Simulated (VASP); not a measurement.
# As in VASP: relaxation of the atoms with PBE+D3(BJ)

Aim: the relaxation of the atoms of As with PBE+D3(BJ).

All numbers are computed with VASP 6.6.1; they aren't measurements. Logs are shortened: lines on timing, memory, paths and dates and some standing lists are left out, and cuts for length are marked.

## (1) The cell of the first run

The cell holds a slab with vacuum, 4 atoms: a = 3.572 Å, b = 3.572 Å, c = 20.295 Å, α = 90.00°, β = 90.00°, γ = 120.00°.

## (2) Relaxation of the atoms, PBE+D3(BJ) (layers slid over each other)

Contents of INCAR:

```
SYSTEM = As
PREC = Accurate
ENCUT = 520
EDIFF = 1E-7
ISMEAR = 0
SIGMA = 0.05
LREAL = .False.
LASPH = .True.
NELM = 60
ALGO = Normal
ISIF = 2
LWAVE = .False.
LCHARG = .False.
LDIPOL = .True.
IDIPOL = 3
DIPOL = 0.5 0.5 0.385
GGA = PE
IVDW = 12
IBRION = 2
NSW = 40
EDIFFG = -0.003
```

Contents of KPOINTS:

```
Automatic mesh
0
Gamma
  9 9 1
  0 0 0
```

Contents of POSCAR:

```
As
1.0
    3.5716242768      0.0000000000      0.0000000000
   -1.7858121384      3.0931173565      0.0000000000
    0.0000000000      0.0000000000     20.2951239260
As
4
Selective dynamics
Direct
    0.3333333333      0.6666666667      0.2217281361  F F F
    0.6666666667      0.3333333333      0.2905954755  F F T
    0.6666666667      0.6666666667      0.4800229429  F F T
    0.3333333333      1.0000000000      0.5488911485  F F T
```

Potentials or basis: VASP PAW PBE potentials, release 64 (As).

Launch:

```sh
> cat potpaw_PBE.64/As/POTCAR > POTCAR
> mpirun -np 1 vasp_std > vasp.out
```

OUTCAR:

```text
SYSTEM = As
   PREC = Accurate
   ENCUT = 520
   EDIFF = 1E-7
   ISMEAR = 0
   LREAL = .False.
   LASPH = .True.
   NELM = 60
   ISIF = 2
   GGA = PE
   IVDW = 12
   IBRION = 2
   NSW = 40
   EDIFFG = -0.003
 IVDW          = 12

 ion  position               nearest neighbor table
   1  0.333  0.667  0.222-   2 2.49   2 2.49   2 2.49
   2  0.667  0.333  0.291-   1 2.49   1 2.49   1 2.49
   3  0.667  0.667  0.480-   4 2.49   4 2.49   4 2.49
   4  0.333  0.000  0.549-   3 2.49   3 2.49   3 2.49

  LATTYP: Found a hexagonal cell.
 ALAT       =     3.5716242768
 C/A-ratio  =     5.6823233221

  Lattice vectors:

 A1 = (   3.5716242768,   0.0000000000,   0.0000000000)
 A2 = (  -1.7858121384,   3.0931173565,   0.0000000000)
 A3 = (   0.0000000000,   0.0000000000,  20.2951239260)

Analysis of symmetry for initial positions (statically):
=====================================================================
 Subroutine PRICEL returns:
 Original cell was already a primitive cell.

 Routine SETGRP: Setting up the symmetry group for a
 hexagonal supercell.

 Subroutine GETGRP returns: Found  2 space group operations
 (whereof  1 operations were pure point group operations)
 out of a pool of 24 trial point group operations.

The static configuration has the point symmetry C_1 .
 The point group associated with its full space group is C_2 .

Analysis of symmetry for dynamics (positions and initial velocities):
=====================================================================
 Subroutine PRICEL returns:
 Original cell was already a primitive cell.

 Routine SETGRP: Setting up the symmetry group for a
 hexagonal supercell.

 Subroutine GETGRP returns: Found  2 space group operations
 (whereof  1 operations were pure point group operations)
 out of a pool of 24 trial point group operations.

The dynamic configuration has the point symmetry C_1 .
 The point group associated with its full space group is C_2 .

Analysis of constrained symmetry for selective dynamics:
=====================================================================
 Subroutine PRICEL returns:
 Original cell was already a primitive cell.

 Routine SETGRP: Setting up the symmetry group for a
 hexagonal supercell.

 Subroutine GETGRP returns: Found  1 space group operations
 (whereof  1 operations were pure point group operations)
 out of a pool of 24 trial point group operations.

The constrained configuration has the point symmetry C_1 .

[... 129 lines left out ...]
   AEXX    =    0.0000 exact exchange contribution
   IVDW    =    12    specifies the selected vdW correction
   LEPSILON=     F    determine dielectric tensor
   LRPA    =     F    only Hartree local field effects (RPA)
 conjugate gradient relaxation of ions
 non-spin polarized calculation
 Gauss-broadening in eV      SIGMA  =   0.05
  energy-cutoff  :      520.00
  volume of cell :      224.21
 maximum number of plane-waves:      6099
   NGX = 13   NGY = 13   NGZ = 75

--------------------------------------- Ionic step        1  -------------------------------------------

 number of electron      20.0000001 magnetization

 Free energy of the ion-electron system (eV)
  ---------------------------------------------------
  ext. energy  EPLUGINS =         0.00000000
  ---------------------------------------------------
  free energy    TOTEN  =       -18.64565189 eV

  energy without entropy =      -18.64565189  energy(sigma->0) =      -18.64565189

------------------------ aborting loop because EDIFF is reached ----------------------------------------

 Edisp (eV)   -1.01564

 E8    (eV) :    -0.4424
[... 111 lines left out ...]
  FREE ENERGIE OF THE ION-ELECTRON SYSTEM (eV)
  ---------------------------------------------------
  free  energy   TOTEN  =       -19.6625186724 eV

  energy  without entropy=      -19.6625186724  energy(sigma->0) =      -19.66251867

 dipolmoment           0.000000      0.000000      0.000022 electrons x Angstroem

[... ionic steps 4 to 19 ...]

--------------------------------------- Ionic step       20  -------------------------------------------

 number of electron      20.0000000 magnetization

------------------------ aborting loop because EDIFF is reached ----------------------------------------
[... 79 lines left out ...]
--------------------------------------- Ionic step       22  -------------------------------------------

 number of electron      20.0000000 magnetization

 dipolmoment           0.000000      0.000000     -0.000045 electrons x Angstroem

 Free energy of the ion-electron system (eV)
  ---------------------------------------------------
  ext. energy  EPLUGINS =         0.00000000
  ---------------------------------------------------
  free energy    TOTEN  =       -18.60983825 eV

  energy without entropy =      -18.60983825  energy(sigma->0) =      -18.60983825

 E-fermi :  -1.0699     XC(G=0):  -4.6639

 val. band max:       -1.3265941990   @ k =  -0.2222   0.1111   0.0000
 cond. band min:      -0.3084961435   @ k =   0.3333   0.0000   0.0000
 fundamental gap:      1.0180980555
 Fermi energy:        -1.0698922647

 k-point     1 :       0.0000    0.0000    0.0000
  band No.  band energies     occupation
      1     -15.2262      2.00000
      2     -15.1410      2.00000
      3      -9.1469      2.00000
      4      -8.5662      2.00000
      5      -2.9069      2.00000
      6      -1.5230      2.00000
      7      -1.5189      2.00000
      8      -1.5117      2.00000
      9      -1.4816      2.00000
     10      -1.4214      2.00000
     11       0.3996      0.00000
     12       0.9682      0.00000
     13       1.9435      0.00000
     14       1.9469      0.00000
[... 377 lines left out ...]
      1     -13.2092      2.00000
      2     -13.1361      2.00000
      3     -10.1151      2.00000
      4     -10.0152      2.00000
      5      -5.4391      2.00000
      6      -5.0592      2.00000
      7      -4.1016      2.00000
      8      -3.9710      2.00000
      9      -2.8809      2.00000
     10      -2.4325      2.00000
     11       0.4382      0.00000
     12       1.2306      0.00000
     13       1.7081      0.00000
     14       2.3384      0.00000

 [... further k-points ...]

------------------------ aborting loop because EDIFF is reached ----------------------------------------

 vacuum level on the upper side and lower side of the slab       (xc-potential included)        -0.007        -0.013

 Edisp (eV)   -1.07409

 E8    (eV) :    -0.4686

  FORCE on cell =-STRESS in cart. coord.  units (eV):
  Direction    XX          YY          ZZ          XY          YZ          ZX
  --------------------------------------------------------------------------------------
  -------------------------------------------------------------------------------------
  Total       0.13366     0.26166    -0.04366    -0.11085     0.31781    -0.18349
  in kB       0.95512     1.86976    -0.31196    -0.79215     2.27106    -1.31123
  external pressure =        0.84 kB  Pullay stress =        0.00 kB
[... 19 lines left out ...]
  FREE ENERGIE OF THE ION-ELECTRON SYSTEM (eV)
  ---------------------------------------------------
  free  energy   TOTEN  =       -19.6839319911 eV

  energy  without entropy=      -19.6839319911  energy(sigma->0) =      -19.68393199

 reached required accuracy - stopping structural energy minimisation

 vacuum level on the upper side and lower side of the slab         3.767         3.757
```

OSZICAR:

```text
N       E                     dE             d eps       ncg     rms          rms(c)
DAV:   1     0.120211059468E+03    0.12021E+03   -0.68133E+03  1148   0.106E+03
[... 245 lines left out ...]
DAV:   3    -0.186098619485E+02    0.11679E-06   -0.10596E-07   964   0.233E-03    0.515E-04
DAV:   4    -0.186098618851E+02    0.63392E-07   -0.25462E-08   784   0.115E-03
  21 F= -.19683932E+02 E0= -.19683932E+02  d E =-.122764E-05
       N       E                     dE             d eps       ncg     rms          rms(c)
DAV:   1    -0.186098382971E+02    0.23651E-04   -0.23362E-05  1148   0.289E-02    0.149E-03
DAV:   2    -0.186098383171E+02   -0.19972E-07   -0.15577E-06  1622   0.672E-03    0.596E-04
DAV:   3    -0.186098382461E+02    0.70952E-07   -0.46025E-08   886   0.151E-03
  22 F= -.19683932E+02 E0= -.19683932E+02  d E =-.131140E-05
```

Wall time 40 min (1 thread of Oxide Virtual Turin-like, shared host); peak memory 0.39 GiB.

What came out:

| Property | Result |
| --- | --- |
| Free energy | -19.6839 eV |
| Energy gained by relaxing | 5.7 meV/atom |
| Ionic steps | 22 |
| Band gap on the k mesh | 1.02 eV (least direct gap 1.56 eV) |
| Dispersion energy per atom | -0.269 eV |

Step by step:
```tsv
step	energy change (eV)	largest force on free atoms (eV/Å)	pressure (GPa)
1	0.0000	0.1452	0.03
2	-0.0012	0.0657	-0.10
3	-0.0012	0.0796	-0.11
4	-0.0015	0.0496	-0.12
5	-0.0016	0.0501	-0.12
6	-0.0018	0.0509	-0.12
7	-0.0026	0.0528	-0.12
8	-0.0042	0.0566	-0.12
9	-0.0071	0.0640	-0.11
10	-0.0125	0.0853	-0.08
11	-0.0198	0.1422	-0.01
12	-0.0093	0.3095	0.23
13	-0.0209	0.1686	0.02
14	-0.0218	0.1229	0.02
15	-0.0224	0.0561	0.03
16	-0.0226	0.0283	0.06
17	-0.0226	0.0130	0.08
18	-0.0226	0.0119	0.09
19	-0.0226	0.0070	0.09
20	-0.0226	0.0066	0.09
21	-0.0226	0.0041	0.09
22	-0.0226	0.0026	0.08
```

Final structure:
```cif
data_structure
_symmetry_space_group_name_H-M 'P 1'
_symmetry_Int_Tables_number 1
_cell_length_a 3.5716
_cell_length_b 3.5716
_cell_length_c 20.2951
_cell_angle_alpha 90.000
_cell_angle_beta 90.000
_cell_angle_gamma 120.000
_cell_volume 224.21
loop_
_atom_site_label
_atom_site_type_symbol
_atom_site_fract_x
_atom_site_fract_y
_atom_site_fract_z
_atom_site_occupancy
As1 As 0.33333 0.66667 0.22173 1
As2 As 0.66667 0.33333 0.29092 1
As3 As 0.66667 0.66667 0.45757 1
As4 As 0.33333 0.00000 0.52674 1
```

Caveat: the cell differs from its parent crystal (layers slid over each other).
